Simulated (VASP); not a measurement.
## CdO: single point with r2SCAN

The system is CdO.

```
Cd O
1.0
     0.00000    2.35300    2.35300
     2.35300    0.00000    2.35300
     2.35300    2.35300    0.00000
Cd O
1 1
Direct
  0.00000 0.00000 0.00000
  0.50000 0.50000 0.50000
```

| Quantity | Value |
| --- | --- |
| Program | VASP 6.6.1 |
| Task | single point |
| Functional | r2SCAN |
| Potentials or basis | VASP PAW PBE potentials, release 64 (Cd_sv_GW, O) |
| Cutoff | 770 eV |
| k mesh | 6 × 6 × 6 |
| Occupations | methfessel-paxton, width 0.2 eV |
| Spin | no spin polarisation |
| Dipole correction | no |
| Further INCAR settings | ALGO = Normal; EDIFF = 1e-06; NBANDS = 20 |

* Pressure: -0.4 GPa
* Band gap on the k mesh: 0.10 eV (least direct gap 1.46 eV)

Levels at points of the mesh, in eV from the valence-band top:
```
           k point  band 10  band 11  band 12  band 13  band 14  band 15  band 16  band 17
(0.00, 0.00, 0.00)    -6.59    -1.36    -1.36    -1.36     0.10    15.21    17.78    17.78
(0.50, 0.00, 0.00)    -6.37    -3.82     0.00     0.00     5.07     8.02    12.73    12.73
(0.50, 0.50, 0.00)    -5.92    -4.27    -2.31    -2.31     4.59     9.28    11.80    14.27
```

Wall time 85 s on 1 thread of Intel(R) Xeon(R) Platinum 8259CL CPU @ 2.50GHz (Skylake/Cascade Lake), with other jobs on the host, peak memory 0.18 GiB.

Caveat: semilocal functionals underestimate gaps, and a narrow one can read as zero; the PAW data sets were made with another functional, which shifts forces and pressure a little. A k mesh can miss the band edges.
